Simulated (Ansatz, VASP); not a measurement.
## Two plane-wave programs on HgTe

INCAR

```
PREC = Accurate ; ENCUT = 500
EDIFF = 1E-6 ; ISMEAR = 0
SIGMA = 0.15 ; LREAL = F
LASPH = T ; NELM = 120
ALGO = Normal ; ISIF = 2
LWAVE = F ; LCHARG = T
GGA = PE ; LELF = T
LVHAR = T ; NBANDS = 16
GGA_COMPAT = F
```

The input KPOINTS:

```
Automatic mesh
0
Gamma
  8 8 8
```

File POSCAR:

```
HgTe
1.0
    0.0000000000      3.0771170000      3.0771170000
    3.0771170000      0.0000000000      3.0771170000
    3.0771170000      3.0771170000      0.0000000000
Hg Te
1 1
Direct
    0.0000000000      0.0000000000      0.0000000000
    0.5487469277      0.4512530723      0.4512530723
```

Input for Ansatz:

```yaml
crystal:
  lattice:
    - [0.0, 3.077117, 3.077117]
    - [3.077117, 0.0, 3.077117]
    - [3.077117, 3.077117, 0.0]
  atoms:
    - { symbol: Hg, position: [0.0, 0.0, 0.0] }
    - { symbol: Te, position: [0.5487469277, 0.4512530723, 0.4512530723] }
basis:
  ecutwfc: 420
kpoints:
  mp_grid: { grid: [8, 8, 8] }
hamiltonian:
  xc: pbe
scf:
  occupations: { method: gaussian, width: 0.15 }
output:
  forces: true
  stress: true
  eigenvalues: true
```

Alike in both runs: task single point; functional PBE; k mesh 8 × 8 × 8; occupations gaussian, width 0.15 eV; no spin polarisation.

|  | VASP | Ansatz |
| --- | --- | --- |
| version | VASP 6.6.1 | Ansatz 0.2.0 |
| potentials or method | VASP PAW PBE potentials, release 64 (Hg, Te), cutoff 500 eV | scalar-relativistic, plane waves, PAW |
| valence electrons in the cell | 18 | 36 |

```csv
,VASP,Ansatz,Ansatz less VASP
gap on the k mesh at the Fermi level (eV),none,none,-
pressure (GPa),1.5,1.4,-0.12
"traceless stress, the component that is largest in VASP (GPa)",3.33,3.28,-0.049
rms of the force components (eV/Å),0.371,0.364,-0.0067
```

Atom by atom the forces differ by 0.007 eV/Å (rms over components). A gap of «none» marks a metal or a gap that the smearing closes. VASP's potentials hold 18 valence electrons a cell and Ansatz's 36, so a difference there can come from the potentials and not from the codes.

Spin-orbit coupling is off throughout.
